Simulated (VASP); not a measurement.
Ni:

```
Ni
1.0
     0.00000    1.64056    1.64056
     1.64056    0.00000    1.64056
     1.64056    1.64056    0.00000
Ni
1
Direct
  0.00000 0.00000 0.00000
```

Base run:

```yaml
Program: VASP 6.6.1
Functional: LDA
Potentials_or_basis: VASP PAW LDA potentials, release 64 (Ni)
Cutoff: 520 eV
k_mesh: 24 × 24 × 24
Occupations: gaussian, width 0.15 eV
Spin: collinear spin, ferromagnetic start
Starting_moments: "[0.75] μB"
Fixed_moment: 0.75 μB
```

Its results: pressure 45.7 GPa; site moments Ni +0.74 μB.

Problem. The run is repeated on the same cell with these changes: fixed moment from 0.75 μB to 0.5 μB; moments at the start from [0.75] to [0.5]. What comes out?

Solution. Pressure 43.4 GPa; site moments Ni +0.49 μB.

Caveats: the cell stands under pressure; the total moment is fixed, so each spin has its own Fermi level and the state may be an excited one.
